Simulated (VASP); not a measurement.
# FeGe (P2_13) in VASP: a series of runs, part 2 of 2

VASP 6.6.1.

## (4) Single point, PBE, collinear spin, ferromagnetic start

This run uses another cell than the first one, of 12.68 Å³/atom.

File INCAR:

```
SYSTEM = FeGe
PREC     = Accurate       ! precision mode
ENCUT    = 520            ! plane-wave cutoff, eV
EDIFF    = 1E-6           ! SCF threshold, eV
ISMEAR   = -1             ! smearing method
SIGMA    = 0.05           ! smearing width, eV
LREAL    = .FALSE.        ! projectors in reciprocal space
LASPH    = .TRUE.         ! aspherical terms in the spheres
NELM     = 150            ! most SCF steps
ALGO     = Normal         ! electronic algorithm
ISIF     = 2              ! what is computed and relaxed
LWAVE    = .FALSE.        ! write WAVECAR
LCHARG   = .FALSE.        ! write CHGCAR
ISPIN    = 2              ! spin polarisation
MAGMOM   = 0 0 0 0 3 3 3 3 ! initial moments
LORBIT   = 11             ! projections on sites
LMAXMIX  = 4              ! l up to which the mixer works
GGA      = PE             ! functional
NBANDS   = 58             ! bands
```

File KPOINTS:

```
Automatic mesh
0
G
  6 6 6
  0 0 0
```

File POSCAR:

```
FeGe
1.0
    4.6638361356      0.0000000000      0.0000000000
    0.0000000000      4.6638361356      0.0000000000
    0.0000000000      0.0000000000      4.6638361356
Ge Fe
4 4
Direct
    0.1582819685      0.3417180315      0.6582819685
    0.3417180315      0.6582819685      0.1582819685
    0.6582819685      0.1582819685      0.3417180315
    0.8417180315      0.8417180315      0.8417180315
    0.8651469601      0.6348530399      0.3651469601
    0.6348530399      0.3651469601      0.8651469601
    0.3651469601      0.8651469601      0.6348530399
    0.1348530399      0.1348530399      0.1348530399
```

Potentials or basis: VASP PAW PBE potentials, release 64 (Ge_d, Fe).

Launch:

```console
cat potpaw_PBE.64/Ge_d/POTCAR potpaw_PBE.64/Fe/POTCAR > POTCAR
mpirun -np 1 vasp_std > vasp.out
```

OUTCAR:

```text
SYSTEM = FeGe
   PREC = Accurate
   ENCUT = 520
   EDIFF = 1E-6
   ISMEAR = -1
   LREAL = .FALSE.
   LASPH = .TRUE.
   NELM = 150
   ISIF = 2
   ISPIN = 2
   LORBIT = 11
   GGA = PE

 ion  position               nearest neighbor table
   1  0.158  0.342  0.658-   5 2.37   6 2.43   7 2.43   8 2.43   7 2.63   8 2.63   6 2.63   2 2.89
                             2 2.89   3 2.89   3 2.89   4 2.89   4 2.89
   2  0.342  0.658  0.158-   6 2.37   5 2.43   7 2.43   8 2.43   5 2.63   7 2.63   8 2.63   1 2.89
                             1 2.89   4 2.89   4 2.89   3 2.89   3 2.89
   3  0.658  0.158  0.342-   7 2.37   6 2.43   5 2.43   8 2.43   6 2.63   5 2.63   8 2.63   4 2.89
                             1 2.89   1 2.89   4 2.89   2 2.89   2 2.89
   4  0.842  0.842  0.842-   8 2.37   6 2.43   7 2.43   5 2.43   6 2.63   5 2.63   7 2.63   2 2.89
                             3 2.89   3 2.89   2 2.89   1 2.89   1 2.89
   5  0.865  0.635  0.365-   1 2.37   2 2.43   3 2.43   4 2.43   3 2.63   4 2.63   2 2.63   8 2.86
                             6 2.86   6 2.86   8 2.86   7 2.86   7 2.86
   6  0.635  0.365  0.865-   2 2.37   1 2.43   3 2.43   4 2.43   1 2.63   3 2.63   4 2.63   8 2.86
                             5 2.86   5 2.86   7 2.86   7 2.86   8 2.86
   7  0.365  0.865  0.635-   3 2.37   2 2.43   1 2.43   4 2.43   2 2.63   1 2.63   4 2.63   8 2.86
                             8 2.86   5 2.86   6 2.86   6 2.86   5 2.86
   8  0.135  0.135  0.135-   4 2.37   2 2.43   3 2.43   1 2.43   2 2.63   1 2.63   3 2.63   5 2.86
                             6 2.86   7 2.86   7 2.86   5 2.86   6 2.86

  LATTYP: Found a simple cubic cell.
 ALAT       =     4.6638361356

  Lattice vectors:

 A1 = (   4.6638361356,   0.0000000000,   0.0000000000)
 A2 = (   0.0000000000,   4.6638361356,   0.0000000000)
 A3 = (   0.0000000000,   0.0000000000,   4.6638361356)

Analysis of symmetry for initial positions (statically):
=====================================================================
 Subroutine PRICEL returns:
 Original cell was already a primitive cell.

 Routine SETGRP: Setting up the symmetry group for a
 simple cubic supercell.

 Subroutine GETGRP returns: Found 12 space group operations
 (whereof  3 operations were pure point group operations)
 out of a pool of 48 trial point group operations.
[... 1626 lines left out ...]
      4     -16.4554      1.00000
      5     -16.4554      1.00000
      6     -16.4554      1.00000
[... 1405 lines left out ...]
     55      13.8176      0.00000
     56      13.8176      0.00000
 [bands above 56 left out]

------------------------ aborting loop because EDIFF is reached ----------------------------------------

  FORCE on cell =-STRESS in cart. coord.  units (eV):
  Direction    XX          YY          ZZ          XY          YZ          ZX
  --------------------------------------------------------------------------------------
  -------------------------------------------------------------------------------------
  Total        0.0884126      0.0884126      0.0884126      0.0000000      0.0000000      0.0000000
  in kB        1.3963521      1.3963521      1.3963521      0.0000000      0.0000000      0.0000000
  external PRESSURE =       1.3963521 kB  Pullay stress =       0.0000000 kB

 VOLUME and BASIS-vectors are now :
 -----------------------------------------------------------------------------
  energy-cutoff  :      520.00
  volume of cell :      101.44
      direct lattice vectors                 reciprocal lattice vectors
     4.663836136  0.000000000  0.000000000     0.214415767  0.000000000  0.000000000
     0.000000000  4.663836136  0.000000000     0.000000000  0.214415767  0.000000000
     0.000000000  0.000000000  4.663836136     0.000000000  0.000000000  0.214415767

 POSITION                                       TOTAL-FORCE (eV/Angst)
 -----------------------------------------------------------------------------------
      0.73820      1.59372      3.07012         0.004706     -0.004706      0.004706
      1.59372      3.07012      0.73820        -0.004706      0.004706      0.004706
      3.07012      0.73820      1.59372         0.004706      0.004706     -0.004706
      3.92563      3.92563      3.92563        -0.004706     -0.004706     -0.004706
      4.03490      2.96085      1.70299        -0.003501      0.003501     -0.003501
      2.96085      1.70299      4.03490         0.003501     -0.003501     -0.003501
      1.70299      4.03490      2.96085        -0.003501     -0.003501      0.003501
      0.62893      0.62893      0.62893         0.003501      0.003501      0.003501
 -----------------------------------------------------------------------------------
    total drift:                               -0.000000      0.000000      0.000000

  FREE ENERGIE OF THE ION-ELECTRON SYSTEM (eV)
  ---------------------------------------------------
  free  energy   TOTEN  =       -51.8412151276 eV

  energy  without entropy=      -51.7844503864  energy(sigma->0) =      -51.81283276

 total charge

# of ion       s       p       d       tot
------------------------------------------
    1        1.115   1.245  10.120  12.480
    2        1.115   1.245  10.120  12.480
    3        1.115   1.245  10.120  12.480
    4        1.115   1.245  10.120  12.480
    5        0.380   0.504   6.466   7.350
    6        0.380   0.504   6.466   7.350
    7        0.380   0.504   6.466   7.350
    8        0.380   0.504   6.466   7.350
--------------------------------------------------
tot          5.980   6.996  66.344  79.320

 magnetization (x)

# of ion       s       p       d       tot
------------------------------------------
    1       -0.011  -0.061  -0.006  -0.078
    2       -0.011  -0.061  -0.006  -0.078
    3       -0.011  -0.061  -0.006  -0.078
    4       -0.011  -0.061  -0.006  -0.078
    5       -0.000  -0.005   1.159   1.154
    6       -0.000  -0.005   1.159   1.154
    7       -0.000  -0.005   1.159   1.154
    8       -0.000  -0.005   1.159   1.154
--------------------------------------------------
tot         -0.048  -0.263   4.614   4.304
```

Run time: 2 min. Hardware: 1 thread of AMD EPYC 9R45 (Zen 5), shared host; peak memory 0.34 GiB.

Results:

- Free energy: -51.8412 eV
- Pressure: 0.1 GPa
- Largest force: 0.008 eV/Å
- Net moment: 4.17 μB per cell
- Site moments: Ge -0.08; Fe +1.15 μB
- Valence electrons inside the program's atomic spheres: Ge 12.48; Fe 7.35

Forces in eV/Å, atoms in the order of the input:
```
Ge   0.005 -0.005  0.005
Ge  -0.005  0.005  0.005
Ge   0.005  0.005 -0.005
Ge  -0.005 -0.005 -0.005
Fe  -0.004  0.004 -0.004
Fe   0.004 -0.004 -0.004
Fe  -0.004 -0.004  0.004
Fe   0.004  0.004  0.004
```

## (5) Summary

```tsv
cell	gap on the mesh (eV)	pressure (GPa)	moment (μB)	largest force (eV/Å)
a = 4.689 Å, 8 atoms, atomic positions A	none	-2.5	4.25	0.06
a = 4.665 Å, 8 atoms, atomic positions B	none	0.1	4.17	0.02
a = 4.664 Å, 8 atoms, atomic positions C	none	0.1	4.17	0.01
```

Alike in all rows: task single point; level PBE; potentials or basis VASP PAW PBE potentials, release 64 (Ge_d, Fe); spin collinear, ferromagnetic start; k mesh 6 × 6 × 6; cutoff (eV) 520; smearing fermi-dirac 0.05 eV.

Total energies depend on the potentials used, so only differences within one code and one set of settings carry meaning.
